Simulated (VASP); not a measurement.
# Ge (Cmce) in VASP: a series of runs

Ge is run at these levels: PBE; tasks: single point, relaxation of cell and atoms.

Everything below comes from runs of VASP 6.6.1. Logs are shortened: lines on timing, memory, paths and dates and some standing lists are left out, and cuts for length are marked.

## (1) The cell of the first run

It takes space group Cmce (No. 64, orthorhombic). Conventional cell: a = 5.039 Å, b = 8.367 Å, c = 4.072 Å, α = 90.00°, β = 90.00°, γ = 90.00°. Ge (site symmetry m) has 7 Ge at 2.64 to 3.21 Å within 3.5 Å.

## (2) Single point, PBE

Contents of INCAR:

```
SYSTEM = Ge
ALGO = Fast
EDIFF = 1E-6
ENCUT = 520
GGA = PE
ISIF = 2
ISMEAR = 0
LASPH = .True.
LCHARG = .False.
LREAL = .False.
LWAVE = .False.
NBANDS = 36
NELM = 80
PREC = Accurate
SIGMA = 0.1
```

Contents of KPOINTS:

```
k-points
0
Gamma
  10 10 10
  0 0 0
```

Contents of POSCAR:

```
Ge
1.0
    2.5197410024     -4.1836391982      0.0000000000
    2.5197410024      4.1836391982      0.0000000000
    0.0000000000      0.0000000000      4.0715772198
Ge
4
Direct
    0.6494099210      0.3505900790      0.3686617476
    0.8505900790      0.1494099210      0.8686617476
    0.3505900790      0.6494099210      0.6313382524
    0.1494099210      0.8505900790      0.1313382524
```

Potentials or basis: VASP PAW PBE potentials, release 64 (Ge_d).

On the command line:

```
$ cat potpaw_PBE.64/Ge_d/POTCAR > POTCAR
$ mpirun -np 1 vasp_std > vasp.out
```

OUTCAR:

```text
SYSTEM = Ge
   EDIFF = 1E-6
   ENCUT = 520
   GGA = PE
   ISIF = 2
   ISMEAR = 0
   LASPH = .True.
   LREAL = .False.
   NELM = 80
   PREC = Accurate

 ion  position               nearest neighbor table
   1  0.649  0.351  0.369-   2 2.64   2 2.64   4 2.70   4 2.70   3 2.72
   2  0.851  0.149  0.869-   1 2.64   1 2.64   3 2.70   3 2.70   4 2.72
   3  0.351  0.649  0.631-   4 2.64   4 2.64   2 2.70   2 2.70   1 2.72
   4  0.149  0.851  0.131-   3 2.64   3 2.64   1 2.70   1 2.70   2 2.72

  LATTYP: Found a base centered orthorhombic cell.
 ALAT       =     5.0394820048
 B/A-ratio  =     1.6603449300
 C/A-ratio  =     0.8079356600

  Lattice vectors:

 A1 = (   2.5197410024,  -4.1836391982,   0.0000000000)
 A2 = (   2.5197410024,   4.1836391982,   0.0000000000)
 A3 = (   0.0000000000,   0.0000000000,   4.0715772198)

Analysis of symmetry for initial positions (statically):
=====================================================================
 Subroutine PRICEL returns:
 Original cell was already a primitive cell.

 Routine SETGRP: Setting up the symmetry group for a
 base centered orthorhombic supercell.

 Subroutine GETGRP returns: Found  8 space group operations
 (whereof  4 operations were pure point group operations)
 out of a pool of  8 trial point group operations.

The static configuration has the point symmetry C_2h.
 The point group associated with its full space group is D_2h.

Analysis of symmetry for dynamics (positions and initial velocities):
=====================================================================
 Subroutine PRICEL returns:
 Original cell was already a primitive cell.

 Routine SETGRP: Setting up the symmetry group for a
 base centered orthorhombic supercell.

 Subroutine GETGRP returns: Found  8 space group operations
 (whereof  4 operations were pure point group operations)
 out of a pool of  8 trial point group operations.

The dynamic configuration has the point symmetry C_2h.
 The point group associated with its full space group is D_2h.

 Subroutine INISYM returns: Found  8 space group operations
 (whereof  4 operations are pure point group operations),
 and found     1 'primitive' translations

----------------------------------------------------------------------------------------

                                     Primitive cell

  volume of cell :      85.8426

  direct lattice vectors                    reciprocal lattice vectors
     2.519741002 -4.183639198  0.000000000     0.198433093 -0.119513174  0.000000000
     2.519741002  4.183639198  0.000000000     0.198433093  0.119513174  0.000000000
     0.000000000  0.000000000  4.071577220     0.000000000  0.000000000  0.245605068

  length of vectors
     4.883843943  4.883843943  4.071577220     0.231644320  0.231644320  0.245605068

  position of ions in fractional coordinates (direct lattice)
     0.649409921  0.350590079  0.368661748
     0.850590079  0.149409921  0.868661748
     0.350590079  0.649409921  0.631338252
     0.149409921  0.850590079  0.131338252

  ion indices of the primitive-cell ions
   primitive index   ion index
                 1           1
                 2           2
                 3           3
                 4           4

----------------------------------------------------------------------------------------

 KPOINTS: k-points

Automatic generation of k-mesh.
 Grid dimensions read from file:
 generate k-points for:   10   10   10

 Generating k-lattice:

  Cartesian coordinates                     Fractional coordinates (reciprocal lattice)
     0.019843309 -0.011951317  0.000000000     0.100000000  0.000000000  0.000000000
     0.019843309  0.011951317  0.000000000     0.000000000  0.100000000  0.000000000
     0.000000000  0.000000000  0.024560507     0.000000000  0.000000000  0.100000000

  Length of vectors
     0.023164432  0.023164432  0.024560507

  Shift w.r.t. Gamma in fractional coordinates (k-lattice)
     0.000000000  0.000000000  0.000000000

 Subroutine IBZKPT returns following result:
 ===========================================

 Found    186 irreducible k-points:

 Following reciprocal coordinates:
            Coordinates               Weight
  0.000000  0.000000  0.000000      1.000000
  0.100000 -0.000000  0.000000      4.000000
  0.200000 -0.000000  0.000000      4.000000
  0.300000  0.000000  0.000000      4.000000
  0.400000  0.000000  0.000000      4.000000
  0.500000  0.000000  0.000000      2.000000
[... 16 lines left out ...]
  0.300000  0.300000  0.000000      2.000000
  0.400000  0.300000  0.000000      4.000000
 [... further k-points ...]
   k-points           NKPTS =    186   k-points in BZ     NKDIM =    186   number of bands    NBANDS=     36
   number of dos      NEDOS =    301   number of ions     NIONS =      4
   total plane-waves  NPLWV =  38880
   dimension x,y,z NGX =    36 NGY =   36 NGZ =   30
   dimension x,y,z NGXF=    72 NGYF=   72 NGZF=   60
   ions per type =               4
   NGX,Y,Z   is equivalent  to a cutoff of  12.25, 12.25, 12.25 a.u.
   NGXF,Y,Z  is equivalent  to a cutoff of  24.51, 24.51, 24.50 a.u.
 SYSTEM =  Ge
   PREC   = accura    normal or accurate (medium, high low for compatibility)
   ISTART =      0    job   : 0-new  1-cont  2-samecut
   ICHARG =      2    charge: 1-file 2-atom 10-const
   ISPIN  =      1    spin polarized calculation?
   LNONCOLLINEAR =      F non collinear calculations
   LSORBIT =      F    spin-orbit coupling
   LASPH  =      T    aspherical Exc in radial PAW
   ENCUT  =  520.0 eV  38.22 Ry    6.18 a.u.   9.08  9.08  7.57*2*pi/ulx,y,z
   NELM   =     80;   NELMIN=  2; NELMDL= -5     # of ELM steps
   EDIFF  = 0.1E-05   stopping-criterion for ELM
   LREAL  =      F    real-space projection
   EDIFFG = 0.1E-04   stopping-criterion for IOM
   NSW    =      0    number of steps for IOM
   IBRION =     -1    ionic relax: 0-MD 1-quasi-New 2-CG
   NFREE  =      0    steps in history (QN), initial steepest desc. (CG)
   ISIF   =      2    stress and relaxation
   ISYM   =      2    0-nonsym 1-usesym 2-fastsym
   POTIM  = 0.5000    time-step for ionic-motion
   TEBEG  =    0.0;   TEEND  =   0.0 temperature during run
   PSTRESS=    0.0 pullay stress
   NELECT =      56.0000    total number of electrons
   NUPDOWN=      -1.0000    fix difference up-down
   EMIN   =  10.00;   EMAX   =-10.00  energy-range for DOS
   EFERMI =   0.00;   METHOD = LEGACY
   ISMEAR =     0;   SIGMA  =   0.10  broadening in eV -4-tet -1-fermi 0-gaus
   EFERMI_NEDOS =   21; number of points for ismear=-14 and -15
   IALGO  =     68    algorithm
   IMIX   =      4    mixing-type and parameters
     AMIX     =   0.40;   BMIX     =  1.00
     AMIX_MAG =   1.60;   BMIX_MAG =  1.00
  volume/ion in A,a.u.               =      21.46       144.82
  Fermi-wavevector in a.u.,A,eV,Ry     =   1.419831  2.683091 27.428248  2.015919
  Thomas-Fermi vector in A             =   2.540810
   LORBIT       =      0    0 simple, 1 ext, 2 COOP (PROOUT), +10 PAW based schemes
   GGA     = PE    functional components
   LHFCALC =     F    Hartree Fock is set to
   AEXX    =    0.0000 exact exchange contribution
   IVDW    =     0    specifies the selected vdW correction
   LEPSILON=     F    determine dielectric tensor
   LRPA    =     F    only Hartree local field effects (RPA)
 non-spin polarized calculation
 RMM-DIIS sequential band-by-band and
 Gauss-broadening in eV      SIGMA  =   0.10
  energy-cutoff  :      520.00
  volume of cell :       85.84
 maximum number of plane-waves:      2346
   NGX = 19   NGY = 19   NGZ = 15

 number of electron      55.9999975 magnetization

 Free energy of the ion-electron system (eV)
  ---------------------------------------------------
  ext. energy  EPLUGINS =         0.00000000
  ---------------------------------------------------
  free energy    TOTEN  =       -16.99526274 eV

  energy without entropy =      -16.98547888  energy(sigma->0) =      -16.99037081

 E-fermi :   5.2684     XC(G=0): -10.4642

 val. band max:        5.2608751190   @ k =   0.4000   0.0000   0.0000
 cond. band min:       5.2725947108   @ k =  -0.4000   0.4000   0.1000
 fundamental gap:      0.0117195918
 Fermi energy:         5.2683933000

 k-point     1 :       0.0000    0.0000    0.0000
  band No.  band energies     occupation
      1     -19.3840      2.00000
      2     -19.3740      2.00000
      3     -19.3649      2.00000
      4     -19.3168      2.00000
      5     -19.3000      2.00000
      6     -19.2889      2.00000
[... 28 lines left out ...]
     35      10.8907      0.00000
     36      11.9347      0.00000

 k-point     2 :       0.1000   -0.0000    0.0000
  band No.  band energies     occupation
      1     -19.3831      2.00000
      2     -19.3737      2.00000
      3     -19.3639      2.00000
      4     -19.3164      2.00000
      5     -19.3004      2.00000
      6     -19.2973      2.00000
[... 28 lines left out ...]
     35      11.2296      0.00000
     36      11.7810      0.00000

 k-point     3 :       0.2000   -0.0000    0.0000
  band No.  band energies     occupation
      1     -19.3804      2.00000
      2     -19.3725      2.00000
      3     -19.3611      2.00000
      4     -19.3152      2.00000
      5     -19.3128      2.00000
      6     -19.3060      2.00000
[... 28 lines left out ...]
     35      11.2584      0.00000
     36      11.8682      0.00000

 k-point     4 :       0.3000    0.0000    0.0000
  band No.  band energies     occupation
      1     -19.3756      2.00000
      2     -19.3705      2.00000
      3     -19.3570      2.00000
      4     -19.3257      2.00000
      5     -19.3216      2.00000
      6     -19.3108      2.00000
[... 28 lines left out ...]
     35      10.4985      0.00000
     36      12.1716      0.00000

 k-point     5 :       0.4000    0.0000    0.0000
  band No.  band energies     occupation
      1     -19.3700      2.00000
      2     -19.3681      2.00000
      3     -19.3521      2.00000
      4     -19.3336      2.00000
      5     -19.3325      2.00000
      6     -19.3239      2.00000
[... 655 lines left out ...]
 k-point    22 :      -0.2000    0.2000    0.0000
  band No.  band energies     occupation
      1     -19.3830      2.00000
      2     -19.3620      2.00000
      3     -19.3582      2.00000
      4     -19.3302      2.00000
      5     -19.3187      2.00000
      6     -19.2961      2.00000
[... 28 lines left out ...]
     35      11.1505      0.00000
     36      11.7820      0.00000

 k-point    23 :       0.3000    0.3000    0.0000
  band No.  band energies     occupation
      1     -19.3821      2.00000
      2     -19.3520      2.00000
      3     -19.3437      2.00000
      4     -19.3422      2.00000
      5     -19.3416      2.00000
      6     -19.3273      2.00000
[... 28 lines left out ...]
     35      10.7914      0.00000
     36      11.7055      0.00000

 k-point    24 :       0.4000    0.3000    0.0000
  band No.  band energies     occupation
      1     -19.3826      2.00000
      2     -19.3509      2.00000
      3     -19.3475      2.00000
      4     -19.3442      2.00000
      5     -19.3274      2.00000
      6     -19.3204      2.00000
[... 28 lines left out ...]
     35      11.2186      0.00000
     36      11.8241      0.00000

 [... further k-points ...]
[... 5 lines left out ...]
  --------------------------------------------------------------------------------------
  -------------------------------------------------------------------------------------
  Total       -0.0352761     -0.0813242     -0.0744514      0.0000000      0.0000000      0.0000000
  in kB       -0.6583968     -1.5178463     -1.3895710      0.0000000      0.0000000      0.0000000
  external PRESSURE =      -1.1886047 kB  Pullay stress =       0.0000000 kB

 VOLUME and BASIS-vectors are now :
 -----------------------------------------------------------------------------
  energy-cutoff  :      520.00
  volume of cell :       85.84
      direct lattice vectors                 reciprocal lattice vectors
     2.519741002 -4.183639198  0.000000000     0.198433093 -0.119513174  0.000000000
     2.519741002  4.183639198  0.000000000     0.198433093  0.119513174  0.000000000
     0.000000000  0.000000000  4.071577220     0.000000000  0.000000000  0.245605068

 POSITION                                       TOTAL-FORCE (eV/Angst)
 -----------------------------------------------------------------------------------
      2.51974     -1.25015      1.50103         0.000000     -0.003997     -0.000231
      2.51974     -2.93348      3.53682         0.000000      0.003997     -0.000231
      2.51974      1.25015      2.57054         0.000000      0.003997      0.000231
      2.51974      2.93348      0.53475         0.000000     -0.003997      0.000231
 -----------------------------------------------------------------------------------
    total drift:                                0.000000     -0.000000      0.000000

  FREE ENERGIE OF THE ION-ELECTRON SYSTEM (eV)
  ---------------------------------------------------
  free  energy   TOTEN  =       -16.9952627381 eV

  energy  without entropy=      -16.9854788846  energy(sigma->0) =      -16.99037081
```

It took 3.9 min on 1 thread of Intel Xeon 6975P-C (Granite Rapids), shared host; peak memory 0.48 GiB.

Results:

| Item | Value |
| --- | --- |
| Free energy | -16.9953 eV |
| Pressure | -0.1 GPa |
| Largest force | 0.004 eV/Å |
| Band gap on the k mesh | zero (band 28 reaches 5.92 eV, above the bottom of band 29 at 4.18 eV) |

Forces in eV/Å, atoms in the order of the input:
```
Ge   0.000 -0.004  0.000
Ge   0.000  0.004  0.000
Ge   0.000  0.004  0.000
Ge   0.000 -0.004  0.000
```

Stress tensor (GPa, compression positive):
```
-0.07  0.00  0.00
 0.00 -0.15  0.00
 0.00  0.00 -0.14
```

## (3) Single point, PBE

This run uses another cell than the first one, of 21.52 Å³/atom, 1.003 times its volume.

Contents of INCAR:

```
  PREC = Accurate
  ENCUT = 520
  EDIFF = 1E-6
  ISMEAR = 0
  SIGMA = 0.1
  LREAL = False
  LASPH = True
  NELM = 100
  ALGO = Normal
  ISIF = 2
  LWAVE = False
  LCHARG = False
  GGA = PE
  NBANDS = 36
```

Contents of KPOINTS:

```
Automatic mesh
0
Gamma
  6 6 4
```

Contents of POSCAR:

```
Ge
1.0
    2.5103694361     -4.2404521542      0.0000000000
    2.5103694361      4.2404521542      0.0000000000
    0.0000000000      0.0000000000      4.0423220272
Ge
4
Direct
    0.6508890561      0.3491109439      0.3833710965
    0.8491109439      0.1508890561      0.8833710965
    0.3491109439      0.6508890561      0.6166289035
    0.1508890561      0.8491109439      0.1166289035
```

Potentials or basis: VASP PAW PBE potentials, release 64 (Ge_d).

On the command line:

```
$ cat potpaw_PBE.64/Ge_d/POTCAR > POTCAR
$ mpirun -np 1 vasp_std > vasp.out
```

OUTCAR:

```text
PREC = Accurate
   ENCUT = 520
   EDIFF = 1E-6
   ISMEAR = 0
   LREAL = False
   LASPH = True
   NELM = 100
   ISIF = 2
   GGA = PE

 ion  position               nearest neighbor table
   1  0.651  0.349  0.383-   2 2.63   2 2.63   3 2.73   4 2.73   4 2.73
   2  0.849  0.151  0.883-   1 2.63   1 2.63   4 2.73   3 2.73   3 2.73
   3  0.349  0.651  0.617-   4 2.63   4 2.63   1 2.73   2 2.73   2 2.73
   4  0.151  0.849  0.117-   3 2.63   3 2.63   2 2.73   1 2.73   1 2.73

  LATTYP: Found a base centered orthorhombic cell.
 ALAT       =     5.0207388722
 B/A-ratio  =     1.6891745467
 C/A-ratio  =     0.8051249288

  Lattice vectors:

 A1 = (   2.5103694361,  -4.2404521542,   0.0000000000)
 A2 = (   2.5103694361,   4.2404521542,   0.0000000000)
 A3 = (   0.0000000000,   0.0000000000,   4.0423220272)

Analysis of symmetry for initial positions (statically):
=====================================================================
 Subroutine PRICEL returns:
 Original cell was already a primitive cell.

 Routine SETGRP: Setting up the symmetry group for a
 base centered orthorhombic supercell.

[... 167 lines left out ...]
  ext. energy  EPLUGINS =         0.00000000
  ---------------------------------------------------
  free energy    TOTEN  =       -16.98617230 eV

  energy without entropy =      -16.97807898  energy(sigma->0) =      -16.98212564

 E-fermi :   5.1951     XC(G=0): -10.4476

 val. band max:        5.1512753649   @ k =   0.5000   0.1667   0.0000
 cond. band min:       5.2190952291   @ k =   0.5000   0.3333   0.2500
 fundamental gap:      0.0678198643
 Fermi energy:         5.1950654063

 k-point     1 :       0.0000    0.0000    0.0000
  band No.  band energies     occupation
      1     -19.3869      2.00000
      2     -19.3813      2.00000
      3     -19.3797      2.00000
      4     -19.3306      2.00000
      5     -19.3216      2.00000
      6     -19.3051      2.00000
[... 925 lines left out ...]
     35      12.1179      0.00000
     36      12.5996      0.00000

 [... further k-points ...]
[... 5 lines left out ...]
  --------------------------------------------------------------------------------------
  -------------------------------------------------------------------------------------
  Total        0.1803035      0.2176918      0.0461240      0.0000000     -0.0000000      0.0000000
  in kB        3.3566340      4.0526759      0.8586716      0.0000000     -0.0000000      0.0000000
  external PRESSURE =       2.7559938 kB  Pullay stress =       0.0000000 kB

 VOLUME and BASIS-vectors are now :
 -----------------------------------------------------------------------------
  energy-cutoff  :      520.00
  volume of cell :       86.06
      direct lattice vectors                 reciprocal lattice vectors
     2.510369436 -4.240452154  0.000000000     0.199173872 -0.117911954  0.000000000
     2.510369436  4.240452154  0.000000000     0.199173872  0.117911954  0.000000000
     0.000000000  0.000000000  4.042322027     0.000000000  0.000000000  0.247382567

 POSITION                                       TOTAL-FORCE (eV/Angst)
 -----------------------------------------------------------------------------------
      2.51037     -1.27968      1.54971         0.000000      0.035436     -0.001414
      2.51037     -2.96078      3.57087         0.000000     -0.035436     -0.001414
      2.51037      1.27968      2.49261         0.000000     -0.035436      0.001414
      2.51037      2.96078      0.47145         0.000000      0.035436      0.001414
 -----------------------------------------------------------------------------------
    total drift:                               -0.000000     -0.000000      0.000000

  FREE ENERGIE OF THE ION-ELECTRON SYSTEM (eV)
  ---------------------------------------------------
  free  energy   TOTEN  =       -16.9861722988 eV

  energy  without entropy=      -16.9780789825  energy(sigma->0) =      -16.98212564
```

OSZICAR:

```text
N       E                     dE             d eps       ncg     rms          rms(c)
DAV:   1     0.492614097912E+03    0.49261E+03   -0.27860E+04  3236   0.435E+03
DAV:   2     0.675319890494E+02   -0.42508E+03   -0.41524E+03  2808   0.816E+02
DAV:   3    -0.125170545103E+02   -0.80049E+02   -0.78966E+02  3068   0.204E+02
DAV:   4    -0.169547375577E+02   -0.44377E+01   -0.44103E+01  3296   0.548E+01
DAV:   5    -0.170456296349E+02   -0.90892E-01   -0.90859E-01  3120   0.888E+00    0.294E+00
DAV:   6    -0.170025014557E+02    0.43128E-01   -0.60507E-02  3432   0.239E+00    0.169E+00
DAV:   7    -0.169857450851E+02    0.16756E-01   -0.58258E-02  3100   0.210E+00    0.193E-01
DAV:   8    -0.169861753289E+02   -0.43024E-03   -0.17004E-02  3200   0.146E+00    0.705E-02
DAV:   9    -0.169861575472E+02    0.17782E-04   -0.83715E-04  3124   0.311E-01    0.574E-02
DAV:  10    -0.169861709451E+02   -0.13398E-04   -0.72418E-05  3896   0.718E-02    0.154E-02
DAV:  11    -0.169861723491E+02   -0.14040E-05   -0.13702E-05  3308   0.414E-02    0.510E-03
DAV:  12    -0.169861722988E+02    0.50253E-07   -0.16146E-06  2356   0.129E-02
   1 F= -.16986172E+02 E0= -.16982126E+02  d E =-.809332E-02
```

stdout:

```text
POSCAR found type information on POSCAR Ge
 POSCAR found :  1 types and       4 ions
 scaLAPACK will be used
 LDA part: xc-table for (Slater+PW92), standard interpolation
 POSCAR, INCAR and KPOINTS ok, starting setup
 FFT: planning ... GRIDC
 FFT: planning ... GRID_SOFT
 FFT: planning ... GRID
 WAVECAR not read
 entering main loop
```

It took 85 s on 1 thread of Intel Xeon 6975P-C, shared host; peak memory 0.25 GiB.

What came out:

```
Free energy            : -16.9862 eV
Pressure               : 0.3 GPa
Largest force          : 0.035 eV/Å
Band gap on the k mesh : zero (band 28 reaches 6.05 eV, above the bottom of band 29 at 4.29 eV)
```

Forces on the atoms (eV/Å):
```
Ge   0.000  0.035 -0.001
Ge   0.000 -0.035 -0.001
Ge   0.000 -0.035  0.001
Ge   0.000  0.035  0.001
```

Caveat: the k points lie up to 0.39 Å⁻¹ apart.

(Part 1 of 2 ends here.)
